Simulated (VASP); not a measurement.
Runs of VASP 6.6.1 on InSb. The structure is that of space group F-43m (No. 216), or close to it. The cells are those of the table. 

```csv
level,cell,gap on the mesh (eV),pressure (GPa)
r2SCAN,"a = 4.543 Å, angles 60.0°, 2 atoms",0.39,3.0
r2SCAN,"a = 4.638 Å, angles 60.0°, 2 atoms",-,0.0
PBE,"a = 4.646 Å, angles 60.0°, 2 atoms",none,1.2
PBE,"a = 4.693 Å, angles 60.0°, 2 atoms",none,0.0
PBE,"a = 4.740 Å, angles 60.0°, 2 atoms",none,-1.0
r2SCAN,"a = 4.729 Å, angles 60.0°, 2 atoms",none,-2.2
r2SCAN,"a = 4.591 Å, angles 60.0°, 2 atoms",(b),(a)
PBE,"a = 4.785 Å, angles 60.0°, 2 atoms",none,-1.9
```

Alike in all rows: task single point; potentials or basis VASP PAW PBE potentials, release 64 (In_d, Sb); no spin polarisation; k mesh 6 × 6 × 6; cutoff (eV) 520; smearing fermi-dirac 0.02 eV.

Fill in the values left out.

(a) 1.3; (b) 0.20.

Caveats: spin-orbit coupling is left out, which moves the levels of the heavy elements; the PAW data sets were made with another functional, which shifts forces and pressure a little (some runs).

A k mesh can miss the band edges, and the runs leave out spin-orbit coupling on In, Sb.

A gap of «none» marks levels without a gap at the run's occupations.
